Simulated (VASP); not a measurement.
# AlInH4 (F-43m) in VASP: relaxation of cell and atoms with PBE

Aim: the relaxation of cell and atoms of AlInH4 with PBE.

Program: VASP 6.6.1. These are calculated values, not measurements. Logs are shortened: lines on timing, memory, paths and dates and some standing lists are left out, and cuts for length are marked.

**1. The cell of the first run**

It takes space group F-43m (No. 216, cubic). The conventional cell has a = 6.826 Å, b = 6.826 Å, c = 6.826 Å, α = 90.00°, β = 90.00°, γ = 90.00°. Al (site symmetry -43m) has 4 H at 2.08 Å within 2.8 Å. Within 4.0 Å of In (site symmetry -43m) lie 4 Al at 2.96 Å and 24 H at 3.00 to 3.98 Å. Within 1.9 Å of H (site symmetry 3m) lie 3 H at 1.42 Å.

The cell was generated, and may not be a known phase.

**2. Relaxation of cell and atoms, PBE**

Contents of INCAR:

```
PREC = Accurate ; ENCUT = 1230
EDIFF = 1E-7 ; ISMEAR = 0
SIGMA = 0.1 ; LREAL = False
LASPH = True ; NELM = 120
ALGO = Normal ; ISIF = 3
LWAVE = False ; LCHARG = False
GGA = PE ; IBRION = 2
NSW = 90 ; EDIFFG = -0.04
GGA_COMPAT = False ; NELMIN = 4
```

Contents of KPOINTS:

```
Automatic mesh
0
Gamma
  4 4 4
```

Contents of POSCAR:

```
AlInH4
1.0
    0.0000000000      3.4127925300      3.4127925300
    3.4127925300      0.0000000000      3.4127925300
    3.4127925300      3.4127925300      0.0000000000
Al In H
1 1 4
Direct
    0.5000000000      0.5000000000      0.5000000000
    0.7500000000      0.7500000000      0.7500000000
    0.3237170300      0.3237170300      0.3237170300
    0.3237170300      0.3237170300      0.0288489100
    0.3237170300      0.0288489100      0.3237170300
    0.0288489100      0.3237170300      0.3237170300
```

Potentials or basis: VASP PAW PBE potentials, release 64 (Al, In_d, H_h).

The run is started by

```bash
$ cat potpaw_PBE.64/Al/POTCAR potpaw_PBE.64/In_d/POTCAR potpaw_PBE.64/H_h/POTCAR > POTCAR
$ mpirun -np 1 vasp_std > vasp.out
```

OUTCAR:

```text
PREC = Accurate
   ENCUT = 1230
   EDIFF = 1E-7
   ISMEAR = 0
   LREAL = False
   LASPH = True
   NELM = 120
   ISIF = 3
   GGA = PE
   IBRION = 2
   NSW = 90
   EDIFFG = -0.04
   NELMIN = 4

 ion  position               nearest neighbor table
   1  0.500  0.500  0.500-   6 2.08   5 2.08   4 2.08   3 2.08   2 2.96   2 2.96   2 2.96   2 2.96

   2  0.750  0.750  0.750-   1 2.96   1 2.96   1 2.96   1 2.96
   3  0.324  0.324  0.324-   1 2.08
   4  0.324  0.324  0.029-   1 2.08
   5  0.324  0.029  0.324-   1 2.08
   6  0.029  0.324  0.324-   1 2.08

  LATTYP: Found a face centered cubic cell.
 ALAT       =     6.8255850600

  Lattice vectors:

 A1 = (   0.0000000000,   3.4127925300,   3.4127925300)
 A2 = (   3.4127925300,   0.0000000000,   3.4127925300)
 A3 = (   3.4127925300,   3.4127925300,   0.0000000000)

Analysis of symmetry for initial positions (statically):
=====================================================================
 Subroutine PRICEL returns:
 Original cell was already a primitive cell.

 Routine SETGRP: Setting up the symmetry group for a
 face centered cubic supercell.

 Subroutine GETGRP returns: Found 24 space group operations
 (whereof 24 operations were pure point group operations)
 out of a pool of 48 trial point group operations.

The static configuration has the point symmetry T_d .

Analysis of symmetry for dynamics (positions and initial velocities):
=====================================================================
 Subroutine PRICEL returns:
 Original cell was already a primitive cell.

 Routine SETGRP: Setting up the symmetry group for a
 face centered cubic supercell.

 Subroutine GETGRP returns: Found 24 space group operations
 (whereof 24 operations were pure point group operations)
 out of a pool of 48 trial point group operations.

The dynamic configuration has the point symmetry T_d .

 Subroutine INISYM returns: Found 24 space group operations
 (whereof 24 operations are pure point group operations),
 and found     1 'primitive' translations

----------------------------------------------------------------------------------------

                                     Primitive cell

  volume of cell :      79.4986

  direct lattice vectors                    reciprocal lattice vectors
     0.000000000  3.412792530  3.412792530    -0.146507587  0.146507587  0.146507587
     3.412792530  0.000000000  3.412792530     0.146507587 -0.146507587  0.146507587
     3.412792530  3.412792530  0.000000000     0.146507587  0.146507587 -0.146507587

[... 75 lines left out ...]
   LREAL  =      F    real-space projection
   EDIFFG = -.4E-01   stopping-criterion for IOM
   NSW    =     90    number of steps for IOM
   IBRION =      2    ionic relax: 0-MD 1-quasi-New 2-CG
   NFREE  =      1    steps in history (QN), initial steepest desc. (CG)
   ISIF   =      3    stress and relaxation
   ISYM   =      2    0-nonsym 1-usesym 2-fastsym
   POTIM  = 0.5000    time-step for ionic-motion
   TEBEG  =    0.0;   TEEND  =   0.0 temperature during run
   PSTRESS=    0.0 pullay stress
   NELECT =      20.0000    total number of electrons
   NUPDOWN=      -1.0000    fix difference up-down
   EMIN   =  10.00;   EMAX   =-10.00  energy-range for DOS
   EFERMI =   0.00;   METHOD = LEGACY
   ISMEAR =     0;   SIGMA  =   0.10  broadening in eV -4-tet -1-fermi 0-gaus
   EFERMI_NEDOS =   21; number of points for ismear=-14 and -15
   IALGO  =     38    algorithm
   IMIX   =      4    mixing-type and parameters
     AMIX     =   0.40;   BMIX     =  1.00
     AMIX_MAG =   1.60;   BMIX_MAG =  1.00
  volume/ion in A,a.u.               =      13.25        89.41
  Fermi-wavevector in a.u.,A,eV,Ry     =   1.033471  1.952977 14.531869  1.068062
  Thomas-Fermi vector in A             =   2.167719
   LORBIT       =      0    0 simple, 1 ext, 2 COOP (PROOUT), +10 PAW based schemes
   GGA     = PE    functional components
   LHFCALC =     F    Hartree Fock is set to
   AEXX    =    0.0000 exact exchange contribution
   IVDW    =     0    specifies the selected vdW correction
   LEPSILON=     F    determine dielectric tensor
   LRPA    =     F    only Hartree local field effects (RPA)
 conjugate gradient relaxation of ions
 non-spin polarized calculation
 Gauss-broadening in eV      SIGMA  =   0.10
  energy-cutoff  :     1230.00
  volume of cell :       79.50
 maximum number of plane-waves:      7799
   NGX = 27   NGY = 27   NGZ = 27

--------------------------------------- Ionic step        1  -------------------------------------------

 number of electron      20.0000000 magnetization

 Free energy of the ion-electron system (eV)
  ---------------------------------------------------
  ext. energy  EPLUGINS =         0.00000000
  ---------------------------------------------------
  free energy    TOTEN  =       -15.81343302 eV

  energy without entropy =      -15.81220820  energy(sigma->0) =      -15.81282061

------------------------ aborting loop because EDIFF is reached ----------------------------------------

  FORCE on cell =-STRESS in cart. coord.  units (eV):
  Direction    XX          YY          ZZ          XY          YZ          ZX
  --------------------------------------------------------------------------------------
  -------------------------------------------------------------------------------------
  Total       -2.7615335     -2.7615335     -2.7615335      0.0000000      0.0000000      0.0000000
  in kB      -55.6546231    -55.6546231    -55.6546231      0.0000000      0.0000000      0.0000000
  external PRESSURE =     -55.6546231 kB  Pullay stress =       0.0000000 kB
[... 378 lines left out ...]
      1     -13.7325      2.00000
      2     -13.7272      2.00000
      3     -13.7245      2.00000
      4     -13.7089      2.00000
      5     -13.7059      2.00000
      6      -5.1506      2.00000
      7      -3.8503      2.00000
      8      -2.8964      2.00000
      9      -1.8485      2.00000
     10      -0.4285      2.00000
     11       3.0043      0.00000
     12       3.2140      0.00000
     13       4.4614      0.00000
     14       6.5843      0.00000

[... ionic steps 4 to 10 ...]

--------------------------------------- Ionic step       11  -------------------------------------------

 number of electron      20.0000000 magnetization

------------------------ aborting loop because EDIFF is reached ----------------------------------------
[... 75 lines left out ...]
--------------------------------------- Ionic step       13  -------------------------------------------

 number of electron      19.9999999 magnetization

 Free energy of the ion-electron system (eV)
  ---------------------------------------------------
  ext. energy  EPLUGINS =         0.00000000
  ---------------------------------------------------
  free energy    TOTEN  =       -18.30692852 eV

  energy without entropy =      -18.30692852  energy(sigma->0) =      -18.30692852

 E-fermi :  -0.2777     XC(G=0):  -7.0762

 val. band max:       -0.7261053140   @ k =  -0.2500   0.5000   0.2500
 cond. band min:       2.4277901300   @ k =   0.0000   0.0000   0.0000
 fundamental gap:      3.1538954439
 Fermi energy:        -0.2777152165
[... 167 lines left out ...]
  FREE ENERGIE OF THE ION-ELECTRON SYSTEM (eV)
  ---------------------------------------------------
  free  energy   TOTEN  =       -18.3069285184 eV

  energy  without entropy=      -18.3069285184  energy(sigma->0) =      -18.30692852

 reached required accuracy - stopping structural energy minimisation
```

Wall time 4.3 min (1 thread of AMD EPYC 9R45 (Zen 5), shared host); peak memory 0.47 GiB.

What came out:

* Free energy: -18.3069 eV
* Relaxed volume: 18.00 Å³/atom
* Relaxed cell: a = 5.345 Å, b = 5.345 Å, c = 5.345 Å, α = 60.00°, β = 60.00°, γ = 60.00°
* Space group after relaxing (to 0.1 Å): F-43m (No. 216)
* Energy gained by relaxing: 415.6 meV/atom
* Ionic steps: 13
* Pressure after relaxing: -0.1 GPa
* Largest force after relaxing: 0.030 eV/Å
* Band gap on the k mesh: 3.15 eV (least direct gap 3.39 eV)

Forces in eV/Å, atoms in the order of the input:
```
Al   0.000  0.000  0.000
In   0.000  0.000  0.000
H    0.017  0.017  0.017
H   -0.017 -0.017  0.017
H   -0.017  0.017 -0.017
H    0.017 -0.017 -0.017
```

Step by step:
| step | energy change (eV) | largest force (eV/Å) | pressure (GPa) | volume (Å³) |
| --- | --- | --- | --- | --- |
| 1 | 0.0000 | 1.4721 | -5.57 | 79.50 |
| 2 | -0.5549 | 1.4608 | -2.92 | 74.32 |
| 3 | -0.9445 | 0.0685 | 17.31 | 60.14 |
| 4 | -1.0986 | 1.0858 | 5.10 | 66.28 |
| 5 | -1.1340 | 0.8784 | 7.98 | 64.46 |
| 6 | -1.5787 | 0.3160 | 9.22 | 67.62 |
| 7 | -1.7356 | 0.5683 | 11.57 | 70.66 |
| 8 | -2.1441 | 0.3452 | 6.34 | 79.61 |
| 9 | -2.4484 | 0.0582 | 1.49 | 95.74 |
| 10 | -2.4874 | 0.0516 | 0.23 | 103.37 |
| 11 | -2.4914 | 0.0944 | -0.18 | 106.63 |
| 12 | -2.4915 | 0.1049 | -0.27 | 107.45 |
| 13 | -2.4935 | 0.0296 | -0.08 | 107.97 |

Final structure:
```yaml
crystal:
  lattice:
    - [0.00000, 3.77946, 3.77946]
    - [3.77946, 0.00000, 3.77946]
    - [3.77946, 3.77946, 0.00000]
  atoms:
    - { symbol: Al, position: [0.50000, 0.50000, 0.50000] }
    - { symbol: In, position: [0.75000, 0.75000, 0.75000] }
    - { symbol: H, position: [0.37483, 0.37483, 0.37483] }
    - { symbol: H, position: [0.37483, 0.37483, 0.87550] }
    - { symbol: H, position: [0.37483, 0.87550, 0.37483] }
    - { symbol: H, position: [0.87550, 0.37483, 0.37483] }
```

Caveat: the volume moved by over 15 % at a fixed basis, so the end points are rough; spin-orbit coupling is left out, which moves the levels of the heavy elements. A k mesh can miss the band edges.
